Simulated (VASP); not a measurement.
# Si2Mo (I4/mmm) in VASP: settings compared

The runs below take Si2Mo through relaxation of shape and atoms at fixed volume, with PBE+D4, revPBE, LDA.

All numbers are computed with VASP 6.6.1; they aren't measurements. Logs are shortened: lines on timing, memory, paths and dates and some standing lists are left out, and cuts for length are marked.

### 1 The cell of the first run

It takes space group I4/mmm (No. 139, tetragonal). Conventional cell: a = 3.178 Å, b = 3.178 Å, c = 7.779 Å, α = 90.00°, β = 90.00°, γ = 90.00°. Si (site symmetry 4mm) has 9 Si at 2.57 to 3.18 Å and 5 Mo at 2.59 to 2.61 Å within 3.4 Å. Mo (site symmetry 4/mmm) has 10 Si at 2.59 to 2.61 Å and 4 Mo at 3.18 Å within 3.4 Å.

### 2 Relaxation of shape and atoms at fixed volume, PBE+D4 (13.09 Å³/atom)

Contents of INCAR:

```
ALGO     = Normal         # electronic algorithm
EDIFF    = 1E-7           # SCF threshold, eV
EDIFFG   = -0.01          # ionic threshold
ENCUT    = 600            # plane-wave cutoff, eV
GGA      = PE             # functional
IBRION   = 2              # ionic algorithm
ISIF     = 4              # what is computed and relaxed
ISMEAR   = 0              # smearing method
IVDW     = 13             # dispersion correction
LASPH    = T              # aspherical terms in the spheres
LCHARG   = F              # write CHGCAR
LREAL    = F              # projectors in reciprocal space
LWAVE    = F              # write WAVECAR
NELM     = 100            # most SCF steps
NSW      = 60             # ionic steps
PREC     = Accurate       # precision mode
SIGMA    = 0.05           # smearing width, eV
```

Contents of KPOINTS:

```
k-points
0
Gamma
  10 10 10
```

Contents of POSCAR:

```
Si2Mo
1.0
   -1.5889756685      1.5889756685      3.8896799903
    1.5889756685     -1.5889756685      3.8896799903
    1.5889756685      1.5889756685     -3.8896799903
Si Mo
2 1
Direct
    0.3351230337      0.3351230337      0.0000000000
    0.6648769663      0.6648769663      0.0000000000
    0.0000000000      0.0000000000      0.0000000000
```

Potentials or basis: VASP PAW PBE potentials, release 64 (Si, Mo_sv).

Run with:

```sh
$ cat potpaw_PBE.64/Si/POTCAR potpaw_PBE.64/Mo_sv/POTCAR > POTCAR
$ mpirun -np 1 vasp_std > vasp.out
```

OUTCAR:

```text
EDIFF = 1E-7
   EDIFFG = -0.01
   ENCUT = 600
   GGA = PE
   IBRION = 2
   ISIF = 4
   ISMEAR = 0
   IVDW = 13
   LASPH = T
   LREAL = F
   NELM = 100
   NSW = 60
   PREC = Accurate

 ion  position               nearest neighbor table
   1  0.335  0.335  0.000-   2 2.57   3 2.59   3 2.59   3 2.59   3 2.59   3 2.61   2 2.61   2 2.61
                             2 2.61   2 2.61
   2  0.665  0.665  0.000-   1 2.57   3 2.59   3 2.59   3 2.59   3 2.59   3 2.61   1 2.61   1 2.61
                             1 2.61   1 2.61
   3  0.000  0.000  0.000-   2 2.59   2 2.59   1 2.59   2 2.59   1 2.59   1 2.59   2 2.59   1 2.59
                             1 2.61   2 2.61

  LATTYP: Found a body centered tetragonal cell.
 ALAT       =     3.1779513370
 C/A-ratio  =     2.4479166468

  Lattice vectors:

 A1 = (  -1.5889756685,   1.5889756685,   3.8896799903)
 A2 = (   1.5889756685,  -1.5889756685,   3.8896799903)
 A3 = (   1.5889756685,   1.5889756685,  -3.8896799903)

Analysis of symmetry for initial positions (statically):
=====================================================================
 Subroutine PRICEL returns:
 Original cell was already a primitive cell.

 Routine SETGRP: Setting up the symmetry group for a
 body centered tetragonal supercell.

 Subroutine GETGRP returns: Found 16 space group operations
 (whereof 16 operations were pure point group operations)
 out of a pool of 16 trial point group operations.

The static configuration has the point symmetry D_4h.

Analysis of symmetry for dynamics (positions and initial velocities):
=====================================================================
 Subroutine PRICEL returns:
 Original cell was already a primitive cell.

 Routine SETGRP: Setting up the symmetry group for a
 body centered tetragonal supercell.

 Subroutine GETGRP returns: Found 16 space group operations
 (whereof 16 operations were pure point group operations)
 out of a pool of 16 trial point group operations.

The dynamic configuration has the point symmetry D_4h.

 Subroutine INISYM returns: Found 16 space group operations
 (whereof 16 operations are pure point group operations),
 and found     1 'primitive' translations

----------------------------------------------------------------------------------------

                                     Primitive cell

  volume of cell :      39.2833

  direct lattice vectors                    reciprocal lattice vectors
    -1.588975669  1.588975669  3.889679990     0.000000000  0.314668129  0.128545279
     1.588975669 -1.588975669  3.889679990     0.314668129  0.000000000  0.128545279
     1.588975669  1.588975669 -3.889679990     0.314668129  0.314668129  0.000000000

  length of vectors
     4.492137328  4.492137328  4.492137328     0.339911635  0.339911635  0.445007935

  position of ions in fractional coordinates (direct lattice)
     0.335123034  0.335123034  0.000000000
     0.664876966  0.664876966  0.000000000
     0.000000000  0.000000000  0.000000000

  ion indices of the primitive-cell ions
   primitive index   ion index
                 1           1
                 2           2
                 3           3

----------------------------------------------------------------------------------------

 KPOINTS: k-points

Automatic generation of k-mesh.
 Grid dimensions read from file:
 generate k-points for:   10   10   10

 Generating k-lattice:

  Cartesian coordinates                     Fractional coordinates (reciprocal lattice)
     0.000000000  0.031466813  0.012854528     0.100000000 -0.000000000  0.000000000
     0.031466813  0.000000000  0.012854528    -0.000000000  0.100000000  0.000000000
     0.031466813  0.031466813  0.000000000     0.000000000  0.000000000  0.100000000

  Length of vectors
     0.033991164  0.033991164  0.044500794

  Shift w.r.t. Gamma in fractional coordinates (k-lattice)
     0.000000000  0.000000000  0.000000000

 Subroutine IBZKPT returns following result:
 ===========================================

 Found    102 irreducible k-points:

 Following reciprocal coordinates:
            Coordinates               Weight
  0.000000  0.000000  0.000000      1.000000
  0.100000  0.000000 -0.000000      8.000000
  0.200000  0.000000 -0.000000      8.000000
  0.300000  0.000000  0.000000      8.000000
  0.400000  0.000000  0.000000      8.000000
  0.500000  0.000000  0.000000      4.000000
[... 16 lines left out ...]
  0.300000  0.300000  0.000000      8.000000
  0.400000  0.300000  0.000000     16.000000
 [... further k-points ...]
   k-points           NKPTS =    102   k-points in BZ     NKDIM =    102   number of bands    NBANDS=     15
   number of dos      NEDOS =    301   number of ions     NIONS =      3
   total plane-waves  NPLWV =  46656
   dimension x,y,z NGX =    36 NGY =   36 NGZ =   36
   dimension x,y,z NGXF=    72 NGYF=   72 NGZF=   72
   ions per type =               2   1
   NGX,Y,Z   is equivalent  to a cutoff of  13.32, 13.32, 13.32 a.u.
   NGXF,Y,Z  is equivalent  to a cutoff of  26.65, 26.65, 26.65 a.u.
 SYSTEM =  unknown system
   PREC   = accura    normal or accurate (medium, high low for compatibility)
   ISTART =      0    job   : 0-new  1-cont  2-samecut
   ICHARG =      2    charge: 1-file 2-atom 10-const
   ISPIN  =      1    spin polarized calculation?
   LNONCOLLINEAR =      F non collinear calculations
   LSORBIT =      F    spin-orbit coupling
   LASPH  =      T    aspherical Exc in radial PAW
   ENCUT  =  600.0 eV  44.10 Ry    6.64 a.u.   8.97  8.97  8.97*2*pi/ulx,y,z
   NELM   =    100;   NELMIN=  2; NELMDL= -5     # of ELM steps
   EDIFF  = 0.1E-06   stopping-criterion for ELM
   LREAL  =      F    real-space projection
   EDIFFG = -.1E-01   stopping-criterion for IOM
   NSW    =     60    number of steps for IOM
   IBRION =      2    ionic relax: 0-MD 1-quasi-New 2-CG
   NFREE  =      1    steps in history (QN), initial steepest desc. (CG)
   ISIF   =      4    stress and relaxation
   ISYM   =      2    0-nonsym 1-usesym 2-fastsym
   POTIM  = 0.5000    time-step for ionic-motion
   TEBEG  =    0.0;   TEEND  =   0.0 temperature during run
   PSTRESS=    0.0 pullay stress
   NELECT =      22.0000    total number of electrons
   NUPDOWN=      -1.0000    fix difference up-down
   EMIN   =  10.00;   EMAX   =-10.00  energy-range for DOS
   EFERMI =   0.00;   METHOD = LEGACY
   ISMEAR =     0;   SIGMA  =   0.05  broadening in eV -4-tet -1-fermi 0-gaus
   EFERMI_NEDOS =   21; number of points for ismear=-14 and -15
   IALGO  =     38    algorithm
   IMIX   =      4    mixing-type and parameters
     AMIX     =   0.40;   BMIX     =  1.00
     AMIX_MAG =   1.60;   BMIX_MAG =  1.00
  volume/ion in A,a.u.               =      13.09        88.37
  Fermi-wavevector in a.u.,A,eV,Ry     =   1.349417  2.550029 24.775216  1.820927
  Thomas-Fermi vector in A             =   2.477006
   LORBIT       =      0    0 simple, 1 ext, 2 COOP (PROOUT), +10 PAW based schemes
   GGA     = PE    functional components
   LHFCALC =     F    Hartree Fock is set to
   AEXX    =    0.0000 exact exchange contribution
   IVDW    =    13    specifies the selected vdW correction
   LEPSILON=     F    determine dielectric tensor
   LRPA    =     F    only Hartree local field effects (RPA)
 conjugate gradient relaxation of ions
 non-spin polarized calculation
 Gauss-broadening in eV      SIGMA  =   0.05
  energy-cutoff  :      600.00
  volume of cell :       39.28
 maximum number of plane-waves:      1340
   NGX = 17   NGY = 17   NGZ = 17

--------------------------------------- Ionic step        1  -------------------------------------------

 number of electron      22.0000000 magnetization

 Free energy of the ion-electron system (eV)
  ---------------------------------------------------
  ext. energy  EPLUGINS =         0.00000000
  ---------------------------------------------------
  free energy    TOTEN  =       -23.22329806 eV

  energy without entropy =      -23.22284861  energy(sigma->0) =      -23.22307334

------------------------ aborting loop because EDIFF is reached ----------------------------------------

  DFT-D4 for vdW energy calculation

  Edisp (eV):   -1.69535

  FORCE on cell =-STRESS in cart. coord.  units (eV):
  Direction    XX          YY          ZZ          XY          YZ          ZX
  --------------------------------------------------------------------------------------
  -------------------------------------------------------------------------------------
  Total       0.41825     0.41825     0.53295     0.00000     0.00000     0.00000
  in kB      17.05858    17.05858    21.73655     0.00000     0.00000     0.00000
  external pressure =       18.62 kB  Pullay stress =        0.00 kB
[... 63 lines left out ...]
  energy  without entropy=      -24.9183419277  energy(sigma->0) =      -24.91856976

--------------------------------------- Ionic step        3  -------------------------------------------

 number of electron      22.0000000 magnetization

 Free energy of the ion-electron system (eV)
  ---------------------------------------------------
  ext. energy  EPLUGINS =         0.00000000
  ---------------------------------------------------
  free energy    TOTEN  =       -23.22355009 eV

  energy without entropy =      -23.22309628  energy(sigma->0) =      -23.22332318

 E-fermi :  12.5511     XC(G=0): -12.5418

 val. band max:       12.5281950600   @ k =  -0.2000  -0.3000   0.2000
 cond. band min:      12.6295078125   @ k =   0.5000   0.5000   0.3000
 fundamental gap:      0.1013127525
 Fermi energy:        12.5511070900

 k-point     1 :       0.0000    0.0000    0.0000
  band No.  band energies     occupation
      1     -48.0604      2.00000
      2     -22.2338      2.00000
      3     -22.1388      2.00000
      4     -22.1388      2.00000
      5      -0.9894      2.00000
      6       6.0882      2.00000
      7       9.2330      2.00000
      8       9.4661      2.00000
      9       9.9378      2.00000
     10       9.9378      2.00000
     11      13.0143      0.00000
     12      15.7237      0.00000
     13      15.9160      0.00000
     14      16.2261      0.00000
     15      16.2261      0.00000
[... 397 lines left out ...]
 k-point    24 :       0.4000    0.3000    0.0000
  band No.  band energies     occupation
      1     -48.0287      2.00000
      2     -22.3650      2.00000
      3     -22.2889      2.00000
      4     -22.1965      2.00000
      5       3.1317      2.00000
      6       4.2069      2.00000
      7       6.7777      2.00000
      8       8.6685      2.00000
      9       9.5886      2.00000
     10      10.3236      2.00000
     11      10.6693      2.00000
     12      13.2043      0.00000
     13      14.1618      0.00000
     14      16.0630      0.00000
     15      17.6783      0.00000

 [... further k-points ...]

------------------------ aborting loop because EDIFF is reached ----------------------------------------

  DFT-D4 for vdW energy calculation

  Edisp (eV):   -1.69526

  FORCE on cell =-STRESS in cart. coord.  units (eV):
  Direction    XX          YY          ZZ          XY          YZ          ZX
  --------------------------------------------------------------------------------------
  -------------------------------------------------------------------------------------
  Total       0.45311     0.45311     0.41184     0.00000    -0.00000     0.00000
  in kB      18.48031    18.48031    16.79708     0.00000    -0.00000     0.00000
  external pressure =       17.92 kB  Pullay stress =        0.00 kB
[... 18 lines left out ...]
  FREE ENERGIE OF THE ION-ELECTRON SYSTEM (eV)
  ---------------------------------------------------
  free  energy   TOTEN  =       -24.9188072508 eV

  energy  without entropy=      -24.9183534316  energy(sigma->0) =      -24.91858034

 reached required accuracy - stopping structural energy minimisation
```

It took 2.4 min on 1 thread of AMD EPYC 7R13 (Zen 3), shared host; peak memory 0.23 GiB.

What came out:

```yaml
Free_energy: -24.9188 eV
Energy_gained_by_relaxing: 0.1 meV/atom
Ionic_steps: 3
Pressure_after_relaxing: 1.8 GPa
Largest_force_after_relaxing: 0.010 eV/Å
Band_gap_on_the_k_mesh: zero (bands 11 and 12 overlap by 0.96 eV)
Dispersion_energy_per_atom: -0.565 eV
```

Forces on the atoms (eV/Å):
```
Si   0.000  0.000 -0.010
Si   0.000  0.000  0.010
Mo   0.000  0.000  0.000
```

The path:
```
step  energy change (eV)  largest force (eV/Å)  pressure (GPa)  volume (Å³)
   1              0.0000                0.0522            1.86        39.28
   2             -0.0002                0.0007            1.78        39.28
   3             -0.0002                0.0096            1.79        39.28
```

Final structure:
```
Si Mo
1.0
    -1.58819    1.58819    3.89352
     1.58819   -1.58819    3.89352
     1.58819    1.58819   -3.89352
Si Mo
2 1
Cartesian
  0.0000 0.0000 2.6076
  0.0000 0.0000 5.1795
  0.0000 0.0000 0.0000
```

### 3 Relaxation of shape and atoms at fixed volume, revPBE (13.16 Å³/atom)

This run uses another cell than the first one, of 13.16 Å³/atom.

Contents of INCAR:

```
PREC = Accurate
ENCUT = 600
EDIFF = 1E-6
ISMEAR = 0
SIGMA = 0.05
LREAL = False
LASPH = True
NELM = 80
ALGO = Normal
ISIF = 4
LWAVE = False
LCHARG = False
GGA = RE
IBRION = 2
NSW = 60
EDIFFG = -0.01
```

Contents of KPOINTS:

```
Automatic mesh
0
Gamma
  10 10 10
```

Contents of POSCAR:

```
Si2Mo
1.0
   -1.5914556077      1.5914556077      3.8972472716
    1.5914556077     -1.5914556077      3.8972472716
    1.5914556077      1.5914556077     -3.8972472716
Si Mo
2 1
Direct
    0.3350050234      0.3350050234      0.0000000000
    0.6649949766      0.6649949766      0.0000000000
    0.0000000000      0.0000000000      0.0000000000
```

Potentials or basis: VASP PAW PBE potentials, release 64 (Si, Mo_sv).

Run with:

```sh
$ cat potpaw_PBE.64/Si/POTCAR potpaw_PBE.64/Mo_sv/POTCAR > POTCAR
$ mpirun -np 1 vasp_std > vasp.out
```

Run time: 2.1 min. Hardware: 1 thread of AMD EPYC 7R13 (Zen 3), shared host; peak memory 0.22 GiB.

Results (log left out):

* Free energy: -22.2918 eV
* Energy gained by relaxing: 0.1 meV/atom
* Ionic steps: 3
* Pressure after relaxing: 8.8 GPa
* Largest force after relaxing: 0.010 eV/Å
* Band gap on the k mesh: zero (bands 11 and 12 overlap by 0.96 eV)

Forces in eV/Å, atoms in the order of the input:
```
Si   0.000  0.000 -0.010
Si   0.000  0.000  0.010
Mo   0.000  0.000  0.000
```

Stress tensor (GPa, compression positive):
```
8.82 0.00 0.00
0.00 8.82 0.00
0.00 0.00 8.64
```

Step by step:
```
step  energy change (eV)  largest force (eV/Å)  pressure (GPa)  volume (Å³)
   1              0.0000                0.0564            8.84        39.48
   2             -0.0002                0.0001            8.75        39.48
   3             -0.0002                0.0095            8.76        39.48
```

Final structure:
```
CELL_PARAMETERS angstrom
-1.59065 1.59065 3.90121
1.59065 -1.59065 3.90121
1.59065 1.59065 -3.90121
ATOMIC_POSITIONS crystal
Si 0.33472 0.33472 0.00000
Si 0.66528 0.66528 0.00000
Mo 0.00000 0.00000 0.00000
```

Levels at points of the mesh, in eV from the Fermi level:
```
           k point  band 9  band 10  band 11  band 12  band 13  band 14
(0.00, 0.00, 0.00)   -2.60    -2.60     0.46     3.14     3.36     3.67
(0.50, 0.00, 0.00)   -2.57    -2.55    -0.46     2.41     3.20     4.30
(0.50, 0.50, 0.00)   -4.45    -3.07    -1.14     2.47     2.90     3.27
(0.50, 0.50, 0.50)   -0.52    -0.52    -0.41    -0.41     0.60     4.87
```

Caveat: the PAW data sets were made with another functional, which shifts forces and pressure a little.

### 4 Relaxation of shape and atoms at fixed volume, PBE+D4 (13.19 Å³/atom)

This run uses another cell than the first one, of 13.19 Å³/atom.

Contents of INCAR:

```
PREC     = Accurate       # precision mode
ENCUT    = 600            # plane-wave cutoff, eV
EDIFF    = 1E-6           # SCF threshold, eV
ISMEAR   = 0              # smearing method
SIGMA    = 0.05           # smearing width, eV
LREAL    = False          # projectors in reciprocal space
LASPH    = True           # aspherical terms in the spheres
NELM     = 80             # most SCF steps
ALGO     = Normal         # electronic algorithm
ISIF     = 4              # what is computed and relaxed
LWAVE    = False          # write WAVECAR
LCHARG   = False          # write CHGCAR
GGA      = PE             # functional
IVDW     = 13             # dispersion correction
IBRION   = 2              # ionic algorithm
NSW      = 60             # ionic steps
EDIFFG   = -0.01          # ionic threshold
```

KPOINTS is that of step 3.

Contents of POSCAR:

```
Si2Mo
1.0
   -1.5922374795      1.5922374795      3.9024021572
    1.5922374795     -1.5922374795      3.9024021572
    1.5922374795      1.5922374795     -3.9024021572
Si Mo
2 1
Direct
    0.3348387804      0.3348387804      0.0000000000
    0.6651612196      0.6651612196      0.0000000000
    0.0000000000      0.0000000000      0.0000000000
```

Run with:

```sh
$ cat potpaw_PBE.64/Si/POTCAR potpaw_PBE.64/Mo_sv/POTCAR > POTCAR
$ mpirun -np 1 vasp_std > vasp.out
```

It took 1.7 min on 1 thread of AMD EPYC 7R13 (Zen 3), shared host; peak memory 0.22 GiB.

It converged, with:

- Free energy: -24.9207 eV
- Energy gained by relaxing: 0.0 meV/atom
- Ionic steps: 2
- Pressure after relaxing: 0.1 GPa
- Band gap on the k mesh: zero (bands 11 and 12 overlap by 0.96 eV)
- Dispersion energy per atom: -0.561 eV

Stress tensor (GPa, compression positive):
```
0.09 0.00 0.00
0.00 0.09 0.00
0.00 0.00 0.27
```

Final structure:
```yaml
crystal:
  lattice:
    - [-1.59282, 1.59282, 3.89953]
    - [1.59282, -1.59282, 3.89953]
    - [1.59282, 1.59282, -3.89953]
  atoms:
    - { symbol: Si, position: [0.33491, 0.33491, 0.00000] }
    - { symbol: Si, position: [0.66509, 0.66509, 0.00000] }
    - { symbol: Mo, position: [0.00000, 0.00000, 0.00000] }
```

Levels at points of the mesh, in eV from the Fermi level:
```csv
k point,band 7,band 8,band 9,band 10,band 11,band 12,band 13,band 14,band 15
"(0.00, 0.00, 0.00)",-3.31,-3.04,-2.59,-2.59,0.46,3.21,3.32,3.65,3.65
"(0.50, 0.00, 0.00)",-4.93,-4.46,-2.55,-2.55,-0.45,2.40,3.19,4.27,4.33
"(0.50, 0.50, 0.00)",-5.64,-5.13,-4.43,-3.04,-1.13,2.45,2.88,3.28,3.47
"(0.50, 0.50, 0.50)",-3.53,-2.17,-0.51,-0.51,-0.41,-0.41,0.60,4.88,5.40
```

[end of part 1 of 2]
